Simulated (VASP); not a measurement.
# Na (Fd-3m) in VASP: notebook, part 2 of 2

VASP 6.6.1. The steps go on from the part before.

### Step 3. Single point, LDA (44.42 Å³/atom)

This run uses another cell than the first one, of 44.42 Å³/atom.

Contents of INCAR:

```
PREC = Accurate ; ENCUT = 520
EDIFF = 1E-6 ; ISMEAR = -1
SIGMA = 0.1 ; LREAL = False
LASPH = True ; NELM = 100
ALGO = Normal ; ISIF = 2
LWAVE = False ; LCHARG = True
LELF = True ; LVHAR = True
NBANDS = 14
```

Contents of KPOINTS:

```
Automatic mesh
0
Gamma
  9 9 9
```

Contents of POSCAR:

```
Na
1.0
    0.0000000000      3.5416330841      3.5416330841
    3.5416330841      0.0000000000      3.5416330841
    3.5416330841      3.5416330841      0.0000000000
Na
2
Direct
    0.1250000000      0.1250000000      0.1250000000
    0.8750000000      0.8750000000      0.8750000000
```

Potentials or basis: VASP PAW LDA potentials, release 64 (Na_pv).

Run with:

```bash
$ cat potpaw_LDA.64/Na_pv/POTCAR > POTCAR
$ mpirun -np 1 vasp_std > vasp.out
```

OUTCAR:

```text
PREC = Accurate
   ENCUT = 520
   EDIFF = 1E-6
   ISMEAR = -1
   LREAL = False
   LASPH = True
   NELM = 100
   ISIF = 2

 ion  position               nearest neighbor table
   1  0.125  0.125  0.125-
   2  0.875  0.875  0.875-

  LATTYP: Found a face centered cubic cell.
 ALAT       =     7.0832661682

  Lattice vectors:

 A1 = (   0.0000000000,   3.5416330841,   3.5416330841)
 A2 = (   3.5416330841,   0.0000000000,   3.5416330841)
[... 594 lines left out ...]

------------------------ aborting loop because EDIFF is reached ----------------------------------------

  FORCE on cell =-STRESS in cart. coord.  units (eV):
  Direction    XX          YY          ZZ          XY          YZ          ZX
  --------------------------------------------------------------------------------------
  -------------------------------------------------------------------------------------
  Total        0.1966517      0.1966517      0.1966517      0.0000000     -0.0000000      0.0000000
  in kB        3.5462348      3.5462348      3.5462348      0.0000000     -0.0000000      0.0000000
  external PRESSURE =       3.5462348 kB  Pullay stress =       0.0000000 kB

 VOLUME and BASIS-vectors are now :
 -----------------------------------------------------------------------------
  energy-cutoff  :      520.00
  volume of cell :       88.85
      direct lattice vectors                 reciprocal lattice vectors
     0.000000000  3.541633084  3.541633084    -0.141177809  0.141177809  0.141177809
     3.541633084  0.000000000  3.541633084     0.141177809 -0.141177809  0.141177809
     3.541633084  3.541633084  0.000000000     0.141177809  0.141177809 -0.141177809

 POSITION                                       TOTAL-FORCE (eV/Angst)
 -----------------------------------------------------------------------------------
      0.88541      0.88541      0.88541         0.000000      0.000000      0.000000
      6.19786      6.19786      6.19786        -0.000000     -0.000000     -0.000000
 -----------------------------------------------------------------------------------
    total drift:                                0.000000      0.000000     -0.000000

  FREE ENERGIE OF THE ION-ELECTRON SYSTEM (eV)
  ---------------------------------------------------
  free  energy   TOTEN  =        -2.2092404081 eV

  energy  without entropy=       -2.1770063969  energy(sigma->0) =       -2.19312340
```

Run time: 18 s. Hardware: 1 thread of Intel Xeon Platinum 8488C (Sapphire Rapids), shared host; peak memory 0.19 GiB.

What came out:

| Property | Result |
| --- | --- |
| Free energy | -2.2092 eV |
| Pressure | 0.4 GPa |
| Band gap on the k mesh | zero (bands 7 and 8 overlap by 0.57 eV) |

Levels at points of the mesh, in eV from the Fermi level:
| k point | band 4 | band 5 | band 6 | band 7 | band 8 | band 9 | band 10 | band 11 |
| --- | --- | --- | --- | --- | --- | --- | --- | --- |
| (0.00, 0.00, 0.00) | -25.36 | -25.36 | -25.36 | -2.92 | 5.17 | 5.17 | 5.17 | 5.49 |

### Step 4. Single point, LDA (46.35 Å³/atom)

This run uses another cell than the first one, of 46.35 Å³/atom.

Contents of INCAR:

```
PREC     = Accurate       # precision mode
ENCUT    = 520            # plane-wave cutoff, eV
EDIFF    = 1E-7           # SCF threshold, eV
ISMEAR   = -1             # smearing method
SIGMA    = 0.1            # smearing width, eV
LREAL    = False          # projectors in reciprocal space
LASPH    = True           # aspherical terms in the spheres
NELM     = 80             # most SCF steps
ALGO     = Normal         # electronic algorithm
ISIF     = 2              # what is computed and relaxed
LWAVE    = False          # write WAVECAR
LCHARG   = False          # write CHGCAR
NBANDS   = 14             # bands
```

KPOINTS is that of step 3.

Contents of POSCAR:

```
Na
1.0
    0.0000000000      3.5922346790      3.5922346790
    3.5922346790      0.0000000000      3.5922346790
    3.5922346790      3.5922346790      0.0000000000
Na
2
Direct
    0.1250000000      0.1250000000      0.1250000000
    0.8750000000      0.8750000000      0.8750000000
```

Run with:

```bash
$ cat potpaw_LDA.64/Na_pv/POTCAR > POTCAR
$ mpirun -np 1 vasp_std > vasp.out
```

It took 20 s on 1 thread of Intel Xeon Platinum 8488C (Sapphire Rapids), shared host; peak memory 0.19 GiB.

It converged, with:

```
Free energy            : -2.2158 eV
Pressure               : 0.2 GPa
Band gap on the k mesh : zero (bands 7 and 8 overlap by 0.51 eV)
```

Levels at points of the mesh, in eV from the Fermi level:
```
           k point  band 3  band 4  band 5  band 6  band 7  band 8  band 9  band 10  band 11  band 12
(0.00, 0.00, 0.00)  -25.41  -25.36  -25.36  -25.36   -2.83    5.04    5.04     5.04     5.36     5.36
```

### Step 5. Single point, LDA (48.29 Å³/atom)

This run uses another cell than the first one, of 48.29 Å³/atom.

Contents of INCAR:

```
SYSTEM = Na
PREC = Accurate
ENCUT = 520
EDIFF = 1E-6
ISMEAR = -1
SIGMA = 0.1
LREAL = .False.
LASPH = .True.
NELM = 80
ALGO = Normal
ISIF = 2
LWAVE = .False.
LCHARG = .True.
LELF = .True.
LVHAR = .True.
NBANDS = 14
```

Contents of KPOINTS:

```
Automatic mesh
0
Gamma
  9 9 9
  0 0 0
```

Contents of POSCAR:

```
Na
1.0
    0.0000000000      3.6414494888      3.6414494888
    3.6414494888      0.0000000000      3.6414494888
    3.6414494888      3.6414494888      0.0000000000
Na
2
Direct
    0.1250000000      0.1250000000      0.1250000000
    0.8750000000      0.8750000000      0.8750000000
```

Run with:

```bash
$ cat potpaw_LDA.64/Na_pv/POTCAR > POTCAR
$ mpirun -np 1 vasp_std > vasp.out
```

It took 19 s on 1 thread of Intel Xeon Platinum 8488C (Sapphire Rapids), shared host; peak memory 0.19 GiB.

The run converged. Its results:

| Property | Result |
| --- | --- |
| Free energy | -2.2182 eV |
| Pressure | 0.0 GPa |
| Band gap on the k mesh | zero (bands 7 and 8 overlap by 0.45 eV) |

Levels at points of the mesh, in eV from the Fermi level:
| k point | band 3 | band 4 | band 5 | band 6 | band 7 | band 8 | band 9 | band 10 | band 11 | band 12 |
| --- | --- | --- | --- | --- | --- | --- | --- | --- | --- | --- |
| (0.00, 0.00, 0.00) | -25.41 | -25.36 | -25.36 | -25.36 | -2.76 | 4.91 | 4.91 | 4.91 | 5.24 | 5.24 |

### Step 6. Single point, LDA (50.22 Å³/atom)

This run uses another cell than the first one, of 50.22 Å³/atom.

Contents of INCAR:

```
PREC = Accurate ; ENCUT = 520
EDIFF = 1E-6 ; ISMEAR = -1
SIGMA = 0.1 ; LREAL = F
LASPH = T ; NELM = 100
ALGO = Normal ; ISIF = 2
LWAVE = F ; LCHARG = F
NBANDS = 14
```

Contents of KPOINTS:

```
Automatic mesh
0
Gamma
  9 9 9
```

Contents of POSCAR:

```
Na
1.0
    0.0000000000      3.6893687932      3.6893687932
    3.6893687932      0.0000000000      3.6893687932
    3.6893687932      3.6893687932      0.0000000000
Na
2
Direct
    0.1250000000      0.1250000000      0.1250000000
    0.8750000000      0.8750000000      0.8750000000
```

Potentials or basis: VASP PAW LDA potentials, release 64 (Na_pv).

Run with:

```bash
$ cat potpaw_LDA.64/Na_pv/POTCAR > POTCAR
$ mpirun -np 1 vasp_std > vasp.out
```

Run time: 18 s. Hardware: 1 thread of Intel Xeon Platinum 8488C (Sapphire Rapids), shared host; peak memory 0.19 GiB.

The run converged. Its results:

| Quantity | Value |
| --- | --- |
| Free energy | -2.2172 eV |
| Pressure | -0.1 GPa |
| Band gap on the k mesh | zero (bands 7 and 8 overlap by 0.40 eV) |

Levels at points of the mesh, in eV from the Fermi level:
| k point | band 5 | band 6 | band 7 | band 8 | band 9 | band 10 |
| --- | --- | --- | --- | --- | --- | --- |
| (0.00, 0.00, 0.00) | -25.36 | -25.36 | -2.68 | 4.78 | 4.78 | 4.78 |

### Step 7. The runs side by side

```csv
cell,gap on the mesh (eV),pressure (GPa)
"a = 4.935 Å, angles 60.0°, 2 atoms",none,0.6
"a = 5.009 Å, angles 60.0°, 2 atoms",none,0.4
"a = 5.080 Å, angles 60.0°, 2 atoms",none,0.2
"a = 5.150 Å, angles 60.0°, 2 atoms",none,0.0
"a = 5.218 Å, angles 60.0°, 2 atoms",none,-0.1
```

Alike in all rows: task single point; level LDA; potentials or basis VASP PAW LDA potentials, release 64 (Na_pv); no spin polarisation; k mesh 9 × 9 × 9; cutoff (eV) 520; smearing fermi-dirac 0.1 eV.

Absolute energies hang on the potentials; compare differences alone.
